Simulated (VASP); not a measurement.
# Na3Zn2N (P4/mmm) in VASP: further runs

Runs on Na3Zn2N. Level: PBE. Tasks: relaxation of cell and atoms, single point.

All numbers are computed with VASP 6.6.1; they aren't measurements. Logs are shortened: lines on timing, memory, paths and dates and some standing lists are left out, and cuts for length are marked.

## 1. The cell of the first run

It takes space group P4/mmm (No. 123, tetragonal). The conventional cell has a = 4.978 Å, b = 4.978 Å, c = 4.803 Å, α = 90.00°, β = 90.00°, γ = 90.00°. Within 3.3 Å of Na (site symmetry mmm) lie 2 Na at 2.49 Å and 4 Zn at 2.75 Å. Na (site symmetry 4/mmm) has 2 N at 2.40 Å and 4 Na at 2.49 Å within 3.2 Å. Zn (site symmetry 4mm) has 2 Zn at 2.35 to 2.45 Å and 4 Na at 2.75 Å within 3.1 Å. Within 3.2 Å of N (site symmetry 4/mmm) lie 2 Na at 2.40 Å.

The cell was built from a structure type or drawn by symmetry, and may not be a known phase.

## 2. Relaxation of cell and atoms, PBE

Contents of INCAR:

```
PREC     = Accurate       # precision mode
ENCUT    = 600            # plane-wave cutoff, eV
EDIFF    = 1E-6           # SCF threshold, eV
ISMEAR   = 0              # smearing method
SIGMA    = 0.1            # smearing width, eV
LREAL    = False          # projectors in reciprocal space
LASPH    = True           # aspherical terms in the spheres
NELM     = 80             # most SCF steps
ALGO     = Normal         # electronic algorithm
ISIF     = 3              # what is computed and relaxed
LWAVE    = False          # write WAVECAR
LCHARG   = False          # write CHGCAR
GGA      = PE             # functional
IBRION   = 2              # ionic algorithm
NSW      = 90             # ionic steps
EDIFFG   = -0.04          # ionic threshold
```

Contents of KPOINTS:

```
regular mesh
0
Gamma
  4 4 4
```

Contents of POSCAR:

```
Na3Zn2N
1.0
    4.9782069400      0.0000000000      0.0000000000
    0.0000000000      4.9782069400      0.0000000000
    0.0000000000      0.0000000000      4.8025467600
Na Zn N
3 2 1
Direct
    0.0000000000      0.5000000000      0.5000000000
    0.5000000000      0.0000000000      0.5000000000
    0.5000000000      0.5000000000      0.5000000000
    0.0000000000      0.0000000000      0.2554811600
    0.0000000000      0.0000000000      0.7445188400
    0.5000000000      0.5000000000      0.0000000000
```

Potentials or basis: VASP PAW PBE potentials, release 64 (Na_pv, Zn, N).

Run with:

```
$ cat potpaw_PBE.64/Na_pv/POTCAR potpaw_PBE.64/Zn/POTCAR potpaw_PBE.64/N/POTCAR > POTCAR
$ mpirun -np 1 vasp_std > vasp.out
```

OUTCAR:

```text
PREC = Accurate
   ENCUT = 600
   EDIFF = 1E-6
   ISMEAR = 0
   LREAL = False
   LASPH = True
   NELM = 80
   ISIF = 3
   GGA = PE
   IBRION = 2
   NSW = 90
   EDIFFG = -0.04

 ion  position               nearest neighbor table
   1  0.000  0.500  0.500-   3 2.49   3 2.49   5 2.75   4 2.75   5 2.75   4 2.75
   2  0.500  0.000  0.500-   3 2.49   3 2.49   5 2.75   4 2.75   4 2.75   5 2.75
   3  0.500  0.500  0.500-   1 2.49   2 2.49   2 2.49   1 2.49
   4  0.000  0.000  0.255-   5 2.35   5 2.45   1 2.75   2 2.75   1 2.75   2 2.75
   5  0.000  0.000  0.745-   4 2.35   4 2.45   2 2.75   1 2.75   1 2.75   2 2.75
   6  0.500  0.500  0.000-

  LATTYP: Found a simple tetragonal cell.
 ALAT       =     4.9782069400
 C/A-ratio  =     0.9647141667

  Lattice vectors:

 A1 = (   4.9782069400,   0.0000000000,   0.0000000000)
 A2 = (   0.0000000000,   4.9782069400,   0.0000000000)
 A3 = (   0.0000000000,   0.0000000000,   4.8025467600)

Analysis of symmetry for initial positions (statically):
=====================================================================
 Subroutine PRICEL returns:
 Original cell was already a primitive cell.

 Routine SETGRP: Setting up the symmetry group for a
 simple tetragonal supercell.

 Subroutine GETGRP returns: Found 16 space group operations
 (whereof 16 operations were pure point group operations)
 out of a pool of 16 trial point group operations.

The static configuration has the point symmetry D_4h.

Analysis of symmetry for dynamics (positions and initial velocities):
=====================================================================
 Subroutine PRICEL returns:
 Original cell was already a primitive cell.

 Routine SETGRP: Setting up the symmetry group for a
 simple tetragonal supercell.

 Subroutine GETGRP returns: Found 16 space group operations
 (whereof 16 operations were pure point group operations)
 out of a pool of 16 trial point group operations.

The dynamic configuration has the point symmetry D_4h.

 Subroutine INISYM returns: Found 16 space group operations
 (whereof 16 operations are pure point group operations),
 and found     1 'primitive' translations

----------------------------------------------------------------------------------------

                                     Primitive cell

  volume of cell :     119.0193

  direct lattice vectors                    reciprocal lattice vectors
     4.978206940  0.000000000  0.000000000     0.200875539  0.000000000  0.000000000
     0.000000000  4.978206940  0.000000000     0.000000000  0.200875539  0.000000000
     0.000000000  0.000000000  4.802546760     0.000000000  0.000000000  0.208222855

  length of vectors
     4.978206940  4.978206940  4.802546760     0.200875539  0.200875539  0.208222855

  position of ions in fractional coordinates (direct lattice)
     0.000000000  0.500000000  0.500000000
     0.500000000  0.000000000  0.500000000
     0.500000000  0.500000000  0.500000000
     0.000000000  0.000000000  0.255481160
     0.000000000  0.000000000  0.744518840
     0.500000000  0.500000000  0.000000000

  ion indices of the primitive-cell ions
   primitive index   ion index
                 1           1
                 2           2
                 3           3
                 4           4
                 5           5
                 6           6

----------------------------------------------------------------------------------------

 KPOINTS: regular mesh

Automatic generation of k-mesh.
 Grid dimensions read from file:
 generate k-points for:    4    4    4

 Generating k-lattice:

  Cartesian coordinates                     Fractional coordinates (reciprocal lattice)
     0.050218885  0.000000000  0.000000000     0.250000000  0.000000000  0.000000000
     0.000000000  0.050218885  0.000000000     0.000000000  0.250000000  0.000000000
     0.000000000  0.000000000  0.052055714     0.000000000  0.000000000  0.250000000

  Length of vectors
     0.050218885  0.050218885  0.052055714

  Shift w.r.t. Gamma in fractional coordinates (k-lattice)
     0.000000000  0.000000000  0.000000000

 Subroutine IBZKPT returns following result:
 ===========================================

 Found     18 irreducible k-points:

 Following reciprocal coordinates:
            Coordinates               Weight
  0.000000  0.000000  0.000000      1.000000
  0.250000  0.000000  0.000000      4.000000
  0.500000  0.000000  0.000000      2.000000
  0.250000  0.250000  0.000000      4.000000
  0.500000  0.250000  0.000000      4.000000
  0.500000  0.500000  0.000000      1.000000
[... 10 lines left out ...]
  0.500000  0.250000  0.500000      4.000000
  0.500000  0.500000  0.500000      1.000000
   k-points           NKPTS =     18   k-points in BZ     NKDIM =     18   number of bands    NBANDS=     30
   number of dos      NEDOS =    301   number of ions     NIONS =      6
   total plane-waves  NPLWV =  64000
   dimension x,y,z NGX =    40 NGY =   40 NGZ =   40
   dimension x,y,z NGXF=    80 NGYF=   80 NGZF=   80
   ions per type =               3   2   1
   NGX,Y,Z   is equivalent  to a cutoff of  13.36, 13.36, 13.85 a.u.
   NGXF,Y,Z  is equivalent  to a cutoff of  26.72, 26.72, 27.69 a.u.
 SYSTEM =  unknown system
   PREC   = accura    normal or accurate (medium, high low for compatibility)
   ISTART =      0    job   : 0-new  1-cont  2-samecut
   ICHARG =      2    charge: 1-file 2-atom 10-const
   ISPIN  =      1    spin polarized calculation?
   LNONCOLLINEAR =      F non collinear calculations
   LSORBIT =      F    spin-orbit coupling
   LASPH  =      T    aspherical Exc in radial PAW
   ENCUT  =  600.0 eV  44.10 Ry    6.64 a.u.   9.94  9.94  9.59*2*pi/ulx,y,z
   NELM   =     80;   NELMIN=  2; NELMDL= -5     # of ELM steps
   EDIFF  = 0.1E-05   stopping-criterion for ELM
   LREAL  =      F    real-space projection
   EDIFFG = -.4E-01   stopping-criterion for IOM
   NSW    =     90    number of steps for IOM
   IBRION =      2    ionic relax: 0-MD 1-quasi-New 2-CG
   NFREE  =      1    steps in history (QN), initial steepest desc. (CG)
   ISIF   =      3    stress and relaxation
   ISYM   =      2    0-nonsym 1-usesym 2-fastsym
   POTIM  = 0.5000    time-step for ionic-motion
   TEBEG  =    0.0;   TEEND  =   0.0 temperature during run
   PSTRESS=    0.0 pullay stress
   NELECT =      50.0000    total number of electrons
   NUPDOWN=      -1.0000    fix difference up-down
   EMIN   =  10.00;   EMAX   =-10.00  energy-range for DOS
   EFERMI =   0.00;   METHOD = LEGACY
   ISMEAR =     0;   SIGMA  =   0.10  broadening in eV -4-tet -1-fermi 0-gaus
   EFERMI_NEDOS =   21; number of points for ismear=-14 and -15
   IALGO  =     38    algorithm
   IMIX   =      4    mixing-type and parameters
     AMIX     =   0.40;   BMIX     =  1.00
     AMIX_MAG =   1.60;   BMIX_MAG =  1.00
  volume/ion in A,a.u.               =      19.84       133.86
  Fermi-wavevector in a.u.,A,eV,Ry     =   1.226099  2.316992 20.453906  1.503320
  Thomas-Fermi vector in A             =   2.361113
   LORBIT       =      0    0 simple, 1 ext, 2 COOP (PROOUT), +10 PAW based schemes
   GGA     = PE    functional components
   LHFCALC =     F    Hartree Fock is set to
   AEXX    =    0.0000 exact exchange contribution
   IVDW    =     0    specifies the selected vdW correction
   LEPSILON=     F    determine dielectric tensor
   LRPA    =     F    only Hartree local field effects (RPA)
 conjugate gradient relaxation of ions
 non-spin polarized calculation
 Gauss-broadening in eV      SIGMA  =   0.10
  energy-cutoff  :      600.00
  volume of cell :      119.02
 maximum number of plane-waves:      3996
 NGX is ok and might be reduce to    40
   NGX = 19   NGY = 19   NGZ = 19

--------------------------------------- Ionic step        1  -------------------------------------------

 number of electron      50.0000031 magnetization

 Free energy of the ion-electron system (eV)
  ---------------------------------------------------
  ext. energy  EPLUGINS =         0.00000000
  ---------------------------------------------------
  free energy    TOTEN  =        -8.59613575 eV

  energy without entropy =       -8.58914466  energy(sigma->0) =       -8.59264020

------------------------ aborting loop because EDIFF is reached ----------------------------------------

  FORCE on cell =-STRESS in cart. coord.  units (eV):
  Direction    XX          YY          ZZ          XY          YZ          ZX
  --------------------------------------------------------------------------------------
  -------------------------------------------------------------------------------------
  Total        6.9961640      6.9961640     -5.3161470      0.0000000      0.0000000      0.0000000
  in kB       94.1787822     94.1787822    -71.5632522      0.0000000      0.0000000      0.0000000
  external PRESSURE =      38.9314374 kB  Pullay stress =       0.0000000 kB
[... 101 lines left out ...]
  FREE ENERGIE OF THE ION-ELECTRON SYSTEM (eV)
  ---------------------------------------------------
  free  energy   TOTEN  =        -9.4215114950 eV

  energy  without entropy=       -9.4105617452  energy(sigma->0) =       -9.41603662

[... ionic steps 4 to 7 ...]

--------------------------------------- Ionic step        8  -------------------------------------------

 number of electron      49.9999979 magnetization

------------------------ aborting loop because EDIFF is reached ----------------------------------------

  FORCE on cell =-STRESS in cart. coord.  units (eV):
  Direction    XX          YY          ZZ          XY          YZ          ZX
  --------------------------------------------------------------------------------------
  -------------------------------------------------------------------------------------
  Total        0.0731576      0.0731576      0.0646229      0.0000000     -0.0000000      0.0000000
  in kB        0.7567312      0.7567312      0.6684495      0.0000000     -0.0000000      0.0000000
  external PRESSURE =       0.7273039 kB  Pullay stress =       0.0000000 kB
[... 65 lines left out ...]
  energy  without entropy=       -9.8337355174  energy(sigma->0) =       -9.83694364

--------------------------------------- Ionic step       10  -------------------------------------------

 number of electron      49.9999973 magnetization

 Free energy of the ion-electron system (eV)
  ---------------------------------------------------
  ext. energy  EPLUGINS =         0.00000000
  ---------------------------------------------------
  free energy    TOTEN  =        -9.84050408 eV

  energy without entropy =       -9.83403860  energy(sigma->0) =       -9.83727134

 E-fermi :   0.1077     XC(G=0):  -7.6291

 val. band max:        0.0893106723   @ k =   0.5000   0.0000   0.0000
 cond. band min:       0.1887087221   @ k =   0.5000   0.2500   0.0000
 fundamental gap:      0.0993980498
 Fermi energy:         0.1076939278

 k-point     1 :       0.0000    0.0000    0.0000
  band No.  band energies     occupation
      1     -24.8814      2.00000
      2     -24.8814      2.00000
      3     -24.8335      2.00000
      4     -24.8335      2.00000
      5     -24.8016      2.00000
      6     -24.8004      2.00000
[... 616 lines left out ...]
  FREE ENERGIE OF THE ION-ELECTRON SYSTEM (eV)
  ---------------------------------------------------
  free  energy   TOTEN  =        -9.8405040844 eV

  energy  without entropy=       -9.8340386008  energy(sigma->0) =       -9.83727134

 reached required accuracy - stopping structural energy minimisation
```

Wall time 7.4 min (1 thread of Intel Xeon 6455B, shared host); peak memory 0.29 GiB.

What came out:

| Quantity | Value |
| --- | --- |
| Free energy | -9.8405 eV |
| Relaxed volume | 25.94 Å³/atom |
| Relaxed cell | a = 5.837 Å, b = 5.837 Å, c = 4.567 Å, α = 90.00°, β = 90.00°, γ = 90.00° |
| Space group after relaxing (to 0.1 Å) | P4/mmm (No. 123) |
| Energy gained by relaxing | 207.4 meV/atom |
| Ionic steps | 10 |
| Pressure after relaxing | 0.0 GPa |
| Largest force after relaxing | 0.024 eV/Å |
| Band gap on the k mesh | zero (bands 25 and 26 overlap by 0.72 eV) |

Forces on the atoms (eV/Å):
```
Na   0.000  0.000  0.000
Na   0.000  0.000  0.000
Na   0.000  0.000  0.000
Zn   0.000  0.000 -0.024
Zn   0.000  0.000  0.024
N    0.000  0.000  0.000
```

The path:
```
step  energy change (eV)  largest force (eV/Å)  pressure (GPa)  volume (Å³)
   1              0.0000                1.8394            3.89       119.02
   2             -0.8089                1.0314            3.08       127.11
   3             -0.8254                1.9004            3.34       128.68
   4             -1.1756                0.1604            1.47       141.63
   5             -1.2099                0.7578            0.98       148.41
   6             -1.2109                0.6435            1.03       147.59
   7             -1.2439                0.1278            0.05       155.23
   8             -1.2440                0.0968            0.07       154.89
   9             -1.2440                0.0833            0.11       154.74
  10             -1.2444                0.0235           -0.03       155.63
```

Final structure:
```
Na Zn N
1.0
     5.83736    0.00000    0.00000
     0.00000    5.83736    0.00000
     0.00000    0.00000    4.56731
Na Zn N
3 2 1
Cartesian
  0.0000 2.9187 2.2837
  2.9187 0.0000 2.2837
  2.9187 2.9187 2.2837
  0.0000 0.0000 1.1290
  5.8374 0.0000 3.4383
  2.9187 2.9187 0.0000
```

Levels at points of the mesh, in eV from the Fermi level:
| k point | band 22 | band 23 | band 24 | band 25 | band 26 | band 27 | band 28 | band 29 |
| --- | --- | --- | --- | --- | --- | --- | --- | --- |
| (0.00, 0.00, 0.00) | -0.89 | -0.89 | -0.31 | 0.33 | 0.69 | 0.69 | 1.45 | 2.45 |
| (0.50, 0.00, 0.00) | -1.42 | -0.46 | -0.37 | -0.28 | -0.02 | 0.45 | 2.45 | 3.12 |
| (0.50, 0.50, 0.00) | -1.80 | -1.80 | -0.26 | 0.52 | 0.66 | 0.66 | 1.83 | 2.64 |
| (0.00, 0.00, 0.50) | -3.97 | -1.07 | -0.30 | -0.30 | 1.35 | 1.35 | 2.73 | 2.73 |
| (0.50, 0.00, 0.50) | -3.96 | -1.49 | -0.19 | -0.17 | 0.83 | 1.22 | 1.63 | 2.48 |
| (0.50, 0.50, 0.50) | -3.83 | -1.16 | -0.63 | -0.63 | 0.24 | 0.24 | 2.18 | 2.18 |

Caveat: the volume moved by over 15 % at a fixed basis, so the end points are rough.

## 3. Single point, PBE, collinear spin, ferromagnetic start

This run uses another cell than the first one, of 26.37 Å³/atom.

Contents of INCAR:

```
ALGO     = Normal         # electronic algorithm
EDIFF    = 1E-6           # SCF threshold, eV
ENCUT    = 520            # plane-wave cutoff, eV
GGA      = PE             # functional
ISIF     = 2              # what is computed and relaxed
ISMEAR   = 0              # smearing method
ISPIN    = 2              # spin polarisation
LASPH    = True           # aspherical terms in the spheres
LCHARG   = False          # write CHGCAR
LORBIT   = 11             # projections on sites
LREAL    = False          # projectors in reciprocal space
LWAVE    = False          # write WAVECAR
MAGMOM   = 0 0 0 0 0 1    # initial moments
NBANDS   = 38             # bands
NELM     = 150            # most SCF steps
PREC     = Accurate       # precision mode
SIGMA    = 0.1            # smearing width, eV
```

Contents of KPOINTS:

```
k-points
0
Gamma
  4 4 4
```

Contents of POSCAR:

```
Na3Zn2N
1.0
    5.8918759875      0.0000000000      0.0000000000
    0.0000000000      5.8918759875      0.0000000000
    0.0000000000      0.0000000000      4.5576982903
Na Zn N
3 2 1
Direct
    0.0000000000      0.5000000000      0.5000000000
    0.5000000000      0.0000000000      0.5000000000
    0.5000000000      0.5000000000      0.5000000000
    0.0000000000      0.0000000000      0.2472819683
    0.0000000000      0.0000000000      0.7527180317
    0.5000000000      0.5000000000      0.0000000000
```

Potentials or basis: VASP PAW PBE potentials, release 64 (Na_pv, Zn, N).

Run with:

```
$ cat potpaw_PBE.64/Na_pv/POTCAR potpaw_PBE.64/Zn/POTCAR potpaw_PBE.64/N/POTCAR > POTCAR
$ mpirun -np 1 vasp_std > vasp.out
```

Run time: 6.4 min. Hardware: 1 thread of Intel Xeon 6455B, shared host; peak memory 0.44 GiB.

It converged, with:

- Free energy: -9.8560 eV
- Pressure: 0.0 GPa
- Largest force: 0.005 eV/Å
- Band gap on the k mesh: zero (filled and empty bands overlap)
- Net moment: 0.00 μB per cell
- Valence electrons inside the program's atomic spheres: Na 6.04, 6.11 (each value once); Zn 10.79; N 3.38

Forces in eV/Å, atoms in the order of the input:
```
Na   0.000  0.000  0.000
Na   0.000  0.000  0.000
Na   0.000  0.000  0.000
Zn   0.000  0.000 -0.005
Zn   0.000  0.000  0.005
N    0.000  0.000  0.000
```

Stress tensor (GPa, compression positive):
```
-0.09  0.00  0.00
 0.00 -0.09  0.00
 0.00  0.00  0.24
```

Levels at points of the mesh, in eV from the Fermi level:
Spin up:
```
           k point  band 21  band 22  band 23  band 24  band 25  band 26  band 27  band 28  band 29  band 30
(0.00, 0.00, 0.00)    -5.79    -0.87    -0.87    -0.28     0.37     0.67     0.67     1.41     2.44     2.51
(0.50, 0.00, 0.00)    -5.70    -1.40    -0.45    -0.36    -0.24    -0.03     0.48     2.52     3.05     3.90
(0.50, 0.50, 0.00)    -5.55    -1.76    -1.76    -0.23     0.55     0.65     0.65     1.83     2.70     5.36
(0.00, 0.00, 0.50)    -4.66    -3.96    -1.06    -0.27    -0.27     1.36     1.36     2.70     2.70     3.14
(0.50, 0.00, 0.50)    -4.48    -3.94    -1.45    -0.18    -0.16     0.84     1.23     1.63     2.47     3.23
(0.50, 0.50, 0.50)    -4.34    -3.82    -1.13    -0.60    -0.60     0.27     0.27     2.16     2.16     3.47
```
Spin down:
| k point | band 21 | band 22 | band 23 | band 24 | band 25 | band 26 | band 27 | band 28 | band 29 | band 30 |
| --- | --- | --- | --- | --- | --- | --- | --- | --- | --- | --- |
| (0.00, 0.00, 0.00) | -5.79 | -0.87 | -0.87 | -0.28 | 0.37 | 0.66 | 0.66 | 1.41 | 2.44 | 2.51 |
| (0.50, 0.00, 0.00) | -5.70 | -1.40 | -0.46 | -0.36 | -0.25 | -0.03 | 0.49 | 2.52 | 3.05 | 3.90 |
| (0.50, 0.50, 0.00) | -5.54 | -1.76 | -1.76 | -0.23 | 0.55 | 0.64 | 0.64 | 1.83 | 2.70 | 5.36 |
| (0.00, 0.00, 0.50) | -4.66 | -3.96 | -1.06 | -0.28 | -0.28 | 1.36 | 1.36 | 2.70 | 2.70 | 3.14 |
| (0.50, 0.00, 0.50) | -4.48 | -3.94 | -1.45 | -0.18 | -0.17 | 0.84 | 1.23 | 1.64 | 2.47 | 3.23 |
| (0.50, 0.50, 0.50) | -4.34 | -3.82 | -1.13 | -0.60 | -0.60 | 0.27 | 0.27 | 2.16 | 2.16 | 3.47 |
